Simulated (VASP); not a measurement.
Set up this calculation in VASP 6.6.1, as the native input.

```
Task                   : single point
Functional             : LDA
Potentials or basis    : VASP PAW LDA potentials, release 64 (Zn, O)
Cutoff                 : 520 eV
k mesh                 : 9 × 9 × 6
Occupations            : gaussian, width 0.02 eV
Spin                   : no spin polarisation
Dipole correction      : no
Further INCAR settings : ALGO = Normal; EDIFF = 1e-06; NBANDS = 26
```

The structure of ZnO (x) lies in POSCAR:

```
ZnO
1.0
    3.2494000017      0.0000000000      0.0000000000
   -1.6247000008      2.8140629485      0.0000000000
    0.0000000000      0.0000000000      5.2038000000
Zn O
2 2
Direct
    0.3333333333      0.6666666667      0.0011135722
    0.6666666667      0.3333333333      0.5011135722
    0.3333333333      0.6666666667      0.3818864278
    0.6666666667      0.3333333333      0.8818864278
```

The input as run:

INCAR

```
SYSTEM = ZnO
ALGO = Normal ; EDIFF = 1E-6
ENCUT = 520 ; ISIF = 2
ISMEAR = 0 ; LASPH = .True.
LCHARG = .False. ; LREAL = .False.
LWAVE = .False. ; NBANDS = 26
NELM = 60 ; PREC = Accurate
SIGMA = 0.02
```

KPOINTS

```
k-points
0
Gamma
  9 9 6
  0 0 0
```

Potentials or basis: VASP PAW LDA potentials, release 64 (Zn, O).

The run is started by

```console
$ cat potpaw_LDA.64/Zn/POTCAR potpaw_LDA.64/O/POTCAR > POTCAR
$ mpirun -np 1 vasp_std > vasp.out
```

Results of the run:

```
Pressure               : -6.0 GPa
Band gap on the k mesh : 0.74 eV, direct
```

Run time: 17 s on 1 thread of Intel(R) Xeon(R) 6975P-C (Granite Rapids), with other jobs on the host, peak memory 0.17 GiB.
